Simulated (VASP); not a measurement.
# CdS (Hawleyite) (F-43m) in VASP: further runs, part 2 of 2

VASP 6.6.1. Earlier steps stand in the parts before.

## Step 4: Single point, BLYP+D4

This run uses another cell than the first one, of 24.31 Å³/atom, 0.980 times its volume.

Input file INCAR:

```
PREC = Accurate ; ENCUT = 520
EDIFF = 1E-7 ; ISMEAR = -1
SIGMA = 0.05 ; LREAL = F
LASPH = T ; NELM = 100
ALGO = Normal ; ISIF = 2
LWAVE = F ; LCHARG = F
GGA = B5 ; ALDAX = 1.0
AGGAX = 1.0 ; AGGAC = 1.0
ALDAC = 0.0 ; IVDW = 13
VDW_S6 = 1.0 ; VDW_S8 = 2.34076671
VDW_A1 = 0.44488865 ; VDW_A2 = 4.0933009
NBANDS = 16
```

Input file KPOINTS:

```
regular mesh
0
Gamma
  8 8 8
```

Input file POSCAR:

```
CdS
1.0
    0.0000000000      2.8969255847      2.8969255847
    2.8969255847      0.0000000000      2.8969255847
    2.8969255847      2.8969255847      0.0000000000
Cd S
1 1
Direct
    0.0000000000      0.0000000000      0.0000000000
    0.7500000000      0.7500000000      0.7500000000
```

Potentials or basis: VASP PAW PBE potentials, release 64 (Cd, S).

On the command line:

```bash
$ cat potpaw_PBE.64/Cd/POTCAR potpaw_PBE.64/S/POTCAR > POTCAR
$ mpirun -np 1 vasp_std > vasp.out
```

OUTCAR:

```text
PREC = Accurate
   ENCUT = 520
   EDIFF = 1E-7
   ISMEAR = -1
   LREAL = F
   LASPH = T
   NELM = 100
   ISIF = 2
   GGA = B5
   IVDW = 13

 ion  position               nearest neighbor table
   1  0.000  0.000  0.000-   2 2.51   2 2.51   2 2.51   2 2.51
   2  0.750  0.750  0.750-   1 2.51   1 2.51   1 2.51   1 2.51

  LATTYP: Found a face centered cubic cell.
 ALAT       =     5.7938511694

  Lattice vectors:

 A1 = (   0.0000000000,   2.8969255847,   2.8969255847)
 A2 = (   2.8969255847,   0.0000000000,   2.8969255847)
 A3 = (   2.8969255847,   2.8969255847,   0.0000000000)

Analysis of symmetry for initial positions (statically):
=====================================================================
 Subroutine PRICEL returns:
 Original cell was already a primitive cell.

 Routine SETGRP: Setting up the symmetry group for a
 face centered cubic supercell.

 Subroutine GETGRP returns: Found 24 space group operations
 (whereof 24 operations were pure point group operations)
 out of a pool of 48 trial point group operations.

The static configuration has the point symmetry T_d .

Analysis of symmetry for dynamics (positions and initial velocities):
[... 159 lines left out ...]

 val. band max:        1.8759806195   @ k =   0.0000   0.0000   0.0000
 cond. band min:       3.0457316796   @ k =   0.0000   0.0000   0.0000
 fundamental gap:      1.1697510600
 Fermi energy:         2.4990545850

 k-point     1 :       0.0000    0.0000    0.0000
  band No.  band energies     occupation
      1     -10.6072      2.00000
      2      -5.9738      2.00000
      3      -5.9738      2.00000
      4      -5.9738      2.00000
      5      -5.4761      2.00000
      6      -5.4761      2.00000
[... 433 lines left out ...]
      3      -5.7632      2.00000
      4      -5.5035      2.00000
      5      -5.4480      2.00000
      6      -4.9591      2.00000
[... 8 lines left out ...]
     15      14.3234      0.00000
     16      15.1691      0.00000

 [... further k-points ...]

------------------------ aborting loop because EDIFF is reached ----------------------------------------

  DFT-D4 for vdW energy calculation

  Edisp (eV):   -1.20316

  FORCE on cell =-STRESS in cart. coord.  units (eV):
  Direction    XX          YY          ZZ          XY          YZ          ZX
  --------------------------------------------------------------------------------------
  -------------------------------------------------------------------------------------
  Total       1.06572     1.06572     1.06572     0.00000     0.00000     0.00000
  in kB      35.11644    35.11644    35.11644     0.00000     0.00000     0.00000
  external pressure =       35.12 kB  Pullay stress =        0.00 kB

 VOLUME and BASIS-vectors are now :
 -----------------------------------------------------------------------------
  energy-cutoff  :      520.00
  volume of cell :       48.62
      direct lattice vectors                 reciprocal lattice vectors
     0.000000000  2.896925585  2.896925585    -0.172596770  0.172596770  0.172596770
     2.896925585  0.000000000  2.896925585     0.172596770 -0.172596770  0.172596770
     2.896925585  2.896925585  0.000000000     0.172596770  0.172596770 -0.172596770

 POSITION                                       TOTAL-FORCE (eV/Angst)
 -----------------------------------------------------------------------------------
      0.00000      0.00000      0.00000        -0.000000     -0.000000     -0.000000
      4.34539      4.34539      4.34539         0.000000      0.000000      0.000000
 -----------------------------------------------------------------------------------
    total drift:                               -0.000000     -0.000000     -0.000001

  FREE ENERGIE OF THE ION-ELECTRON SYSTEM (eV)
  ---------------------------------------------------
  free  energy   TOTEN  =        -6.2684447008 eV

  energy  without entropy=       -6.2684446088  energy(sigma->0) =       -6.26844465
```

OSZICAR:

```text
N       E                     dE             d eps       ncg     rms          rms(c)
DAV:   1     0.113028314643E+03    0.11303E+03   -0.90457E+03   944   0.102E+03
DAV:   2    -0.136265410419E+01   -0.11439E+03   -0.10831E+03  1120   0.260E+02
DAV:   3    -0.571385096037E+01   -0.43512E+01   -0.43415E+01  1176   0.527E+01
DAV:   4    -0.574207322274E+01   -0.28222E-01   -0.28220E-01  1120   0.412E+00
DAV:   5    -0.574245032749E+01   -0.37710E-03   -0.37710E-03  1200   0.453E-01    0.789E+00
DAV:   6    -0.508222943589E+01    0.66022E+00   -0.11139E+00  1400   0.136E+01    0.638E+00
DAV:   7    -0.506554361830E+01    0.16686E-01   -0.23143E-01  1176   0.329E+00    0.355E+00
DAV:   8    -0.506554001423E+01    0.36041E-05   -0.19436E-02  1040   0.180E+00    0.352E-01
DAV:   9    -0.506517536885E+01    0.36465E-03   -0.20945E-03  1168   0.696E-01    0.996E-02
DAV:  10    -0.506525537970E+01   -0.80011E-04   -0.24012E-04  1120   0.138E-01    0.581E-02
DAV:  11    -0.506528469329E+01   -0.29314E-04   -0.47180E-05  1120   0.749E-02    0.167E-02
DAV:  12    -0.506527994937E+01    0.47439E-05   -0.16017E-05  1208   0.492E-02    0.730E-03
DAV:  13    -0.506528001355E+01   -0.64181E-07   -0.14923E-06  1016   0.834E-03    0.514E-03
DAV:  14    -0.506528000782E+01    0.57282E-08   -0.38606E-08   976   0.177E-03
   1 F= -.62684447E+01 E0= -.62684447E+01  d E =-.919392E-07
```

stdout:

```text
POSCAR found type information on POSCAR CdS
 POSCAR found :  2 types and       2 ions
 scaLAPACK will be used
 -----------------------------------------------------------------------------
|                                                                             |
|                                                                             |
|     You enforced a specific xc type in the INCAR file but a different       |
|     I HOPE YOU KNOW WHAT YOU ARE DOING!                                     |
|                                                                             |
 -----------------------------------------------------------------------------

 LDA part: xc-table for (Slater(with rela. corr.)+VWN5), standard interpolation
 POSCAR, INCAR and KPOINTS ok, starting setup
 FFT: planning ... GRIDC
 FFT: planning ... GRID_SOFT
 FFT: planning ... GRID
 WAVECAR not read
 entering main loop
```

Run time: 32 s. Hardware: 1 thread of Intel Xeon Platinum 8375C at 2.90GHz (Ice Lake), shared host; peak memory 0.17 GiB.

Results:

```
Free energy                : -6.2684 eV
Pressure                   : 3.5 GPa
Band gap on the k mesh     : 1.17 eV, direct
Dispersion energy per atom : -0.602 eV
```

Levels at points of the mesh, in eV from the valence-band top:
| k point | band 6 | band 7 | band 8 | band 9 | band 10 | band 11 | band 12 | band 13 |
| --- | --- | --- | --- | --- | --- | --- | --- | --- |
| (0.00, 0.00, 0.00) | -7.35 | 0.00 | 0.00 | 0.00 | 1.17 | 6.56 | 6.56 | 6.56 |
| (0.50, 0.00, 0.00) | -6.96 | -4.50 | -0.78 | -0.78 | 3.03 | 7.05 | 7.05 | 7.61 |
| (0.50, 0.50, 0.00) | -6.89 | -4.04 | -1.93 | -1.93 | 3.62 | 4.38 | 9.36 | 10.86 |

Caveat: the PAW data sets were made with another functional, which shifts forces and pressure a little.

## Step 5: Single point, BLYP+D4

Input file INCAR:

```
SYSTEM = CdS
PREC = Accurate
ENCUT = 520
EDIFF = 1E-6
ISMEAR = -1
SIGMA = 0.05
LREAL = .False.
LASPH = .True.
NELM = 80
ALGO = Normal
ISIF = 2
LWAVE = .False.
LCHARG = .False.
GGA = B5
ALDAX = 1.0
AGGAX = 1.0
AGGAC = 1.0
ALDAC = 0.0
IVDW = 13
VDW_S6 = 1.0
VDW_S8 = 2.34076671
VDW_A1 = 0.44488865
VDW_A2 = 4.0933009
NBANDS = 16
```

Input file KPOINTS:

```
regular mesh
0
Gamma
  8 8 8
  0 0 0
```

Input file POSCAR:

```
CdS
1.0
    0.0000000000      2.9165000000      2.9165000000
    2.9165000000      0.0000000000      2.9165000000
    2.9165000000      2.9165000000      0.0000000000
Cd S
1 1
Direct
    0.0000000000      0.0000000000      0.0000000000
    0.7500000000      0.7500000000      0.7500000000
```

Potentials or basis: VASP PAW PBE potentials, release 64 (Cd, S).

On the command line:

```bash
$ cat potpaw_PBE.64/Cd/POTCAR potpaw_PBE.64/S/POTCAR > POTCAR
$ mpirun -np 1 vasp_std > vasp.out
```

OUTCAR:

```text
SYSTEM = CdS
   PREC = Accurate
   ENCUT = 520
   EDIFF = 1E-6
   ISMEAR = -1
   LREAL = .False.
   LASPH = .True.
   NELM = 80
   ISIF = 2
   GGA = B5
   IVDW = 13

 ion  position               nearest neighbor table
   1  0.000  0.000  0.000-   2 2.53   2 2.53   2 2.53   2 2.53
   2  0.750  0.750  0.750-   1 2.53   1 2.53   1 2.53   1 2.53

  LATTYP: Found a face centered cubic cell.
 ALAT       =     5.8330000000

  Lattice vectors:

 A1 = (   0.0000000000,   2.9165000000,   2.9165000000)
 A2 = (   2.9165000000,   0.0000000000,   2.9165000000)
 A3 = (   2.9165000000,   2.9165000000,   0.0000000000)

Analysis of symmetry for initial positions (statically):
=====================================================================
 Subroutine PRICEL returns:
 Original cell was already a primitive cell.

 Routine SETGRP: Setting up the symmetry group for a
 face centered cubic supercell.

 Subroutine GETGRP returns: Found 24 space group operations
 (whereof 24 operations were pure point group operations)
 out of a pool of 48 trial point group operations.

The static configuration has the point symmetry T_d .

Analysis of symmetry for dynamics (positions and initial velocities):
=====================================================================
 Subroutine PRICEL returns:
 Original cell was already a primitive cell.

 Routine SETGRP: Setting up the symmetry group for a
 face centered cubic supercell.

 Subroutine GETGRP returns: Found 24 space group operations
 (whereof 24 operations were pure point group operations)
 out of a pool of 48 trial point group operations.

The dynamic configuration has the point symmetry T_d .

 Subroutine INISYM returns: Found 24 space group operations
 (whereof 24 operations are pure point group operations),
 and found     1 'primitive' translations

----------------------------------------------------------------------------------------

                                     Primitive cell

  volume of cell :      49.6153
[... 108 lines left out ...]
     AMIX     =   0.40;   BMIX     =  1.00
     AMIX_MAG =   1.60;   BMIX_MAG =  1.00
  volume/ion in A,a.u.               =      24.81       167.41
  Fermi-wavevector in a.u.,A,eV,Ry     =   1.167599  2.206442 18.548649  1.363287
  Thomas-Fermi vector in A             =   2.304097
   LORBIT       =      0    0 simple, 1 ext, 2 COOP (PROOUT), +10 PAW based schemes
   GGA     = B5    functional components
   LHFCALC =     F    Hartree Fock is set to
   AEXX    =    0.0000 exact exchange contribution
   IVDW    =    13    specifies the selected vdW correction
   LEPSILON=     F    determine dielectric tensor
   LRPA    =     F    only Hartree local field effects (RPA)
 non-spin polarized calculation
  energy-cutoff  :      520.00
  volume of cell :       49.62
 maximum number of plane-waves:      1363
   NGX = 15   NGY = 15   NGZ = 15

 number of electron      18.0000004 magnetization

 Free energy of the ion-electron system (eV)
  ---------------------------------------------------
  ext. energy  EPLUGINS =         0.00000000
  ---------------------------------------------------
  free energy    TOTEN  =        -5.11084802 eV

  energy without entropy =       -5.11084787  energy(sigma->0) =       -5.11084794

 E-fermi :   2.2965     XC(G=0):  -8.6742

 val. band max:        1.6969442531   @ k =   0.0000   0.0000   0.0000
 cond. band min:       2.8176945970   @ k =   0.0000   0.0000   0.0000
 fundamental gap:      1.1207503439
 Fermi energy:         2.2965014968

 k-point     1 :       0.0000    0.0000    0.0000
  band No.  band energies     occupation
      1     -10.6614      2.00000
      2      -6.0773      2.00000
      3      -6.0773      2.00000
      4      -6.0773      2.00000
      5      -5.6074      2.00000
      6      -5.6074      2.00000
[... 433 lines left out ...]
      3      -5.8776      2.00000
      4      -5.6323      2.00000
      5      -5.5806      2.00000
      6      -5.1149      2.00000
[... 8 lines left out ...]
     15      14.0876      0.00000
     16      14.9227      0.00000

 [... further k-points ...]

------------------------ aborting loop because EDIFF is reached ----------------------------------------

  DFT-D4 for vdW energy calculation

  Edisp (eV):   -1.17527

  FORCE on cell =-STRESS in cart. coord.  units (eV):
  Direction    XX          YY          ZZ          XY          YZ          ZX
  --------------------------------------------------------------------------------------
  -------------------------------------------------------------------------------------
  Total       0.65539     0.65539     0.65539    -0.00000     0.00000     0.00000
  in kB      21.16384    21.16384    21.16384    -0.00000     0.00000     0.00000
  external pressure =       21.16 kB  Pullay stress =        0.00 kB

 VOLUME and BASIS-vectors are now :
 -----------------------------------------------------------------------------
  energy-cutoff  :      520.00
  volume of cell :       49.62
      direct lattice vectors                 reciprocal lattice vectors
     0.000000000  2.916500000  2.916500000    -0.171438368  0.171438368  0.171438368
     2.916500000  0.000000000  2.916500000     0.171438368 -0.171438368  0.171438368
     2.916500000  2.916500000  0.000000000     0.171438368  0.171438368 -0.171438368

 POSITION                                       TOTAL-FORCE (eV/Angst)
 -----------------------------------------------------------------------------------
      0.00000      0.00000      0.00000         0.000000      0.000000      0.000000
      4.37475      4.37475      4.37475        -0.000000     -0.000000     -0.000000
 -----------------------------------------------------------------------------------
    total drift:                               -0.000000     -0.000000     -0.000001

  FREE ENERGIE OF THE ION-ELECTRON SYSTEM (eV)
  ---------------------------------------------------
  free  energy   TOTEN  =        -6.2861228739 eV

  energy  without entropy=       -6.2861227264  energy(sigma->0) =       -6.28612280
```

Wall time 28 s (1 thread of Intel Xeon Platinum 8375C at 2.90GHz (Ice Lake), shared host); peak memory 0.18 GiB.

Results:

```
Free energy                : -6.2861 eV
Pressure                   : 2.1 GPa
Band gap on the k mesh     : 1.12 eV, direct
Dispersion energy per atom : -0.588 eV
```

Levels at points of the mesh, in eV from the valence-band top:
```csv
k point,band 6,band 7,band 8,band 9,band 10,band 11,band 12,band 13
"(0.00, 0.00, 0.00)",-7.30,0.00,0.00,0.00,1.12,6.56,6.56,6.56
"(0.50, 0.00, 0.00)",-6.93,-4.37,-0.75,-0.75,2.99,7.05,7.05,7.54
"(0.50, 0.50, 0.00)",-6.86,-3.95,-1.86,-1.86,3.65,4.35,9.28,10.74
```

Caveat: the PAW data sets were made with another functional, which shifts forces and pressure a little. As with any semilocal functional, this BLYP gap is likely too small.

## Step 6: Overview

| task | level | cell | cutoff (eV) | gap on the mesh (eV) | pressure (GPa) |
| --- | --- | --- | --- | --- | --- |
| relaxation of cell and atoms | PBE | relaxed from a = 4.125 Å, angles 60.0°, 2 atoms | 600 | 1.03 | 0.0 |
| single point | revPBE+D3(BJ) | a = 4.125 Å, angles 60.0°, 2 atoms | 520 | 1.29 | 0.4 |
| single point | BLYP+D4 | a = 4.097 Å, angles 60.0°, 2 atoms | 520 | 1.17 | 3.5 |
| single point | BLYP+D4 | a = 4.125 Å, angles 60.0°, 2 atoms | 520 | 1.12 | 2.1 |

Alike in all rows: potentials or basis VASP PAW PBE potentials, release 64 (Cd, S); no spin polarisation; k mesh 8 × 8 × 8; smearing fermi-dirac 0.05 eV.

Caveats: the PAW data sets were made with another functional, which shifts forces and pressure a little (some runs).

Absolute energies hang on the potentials; compare differences alone.
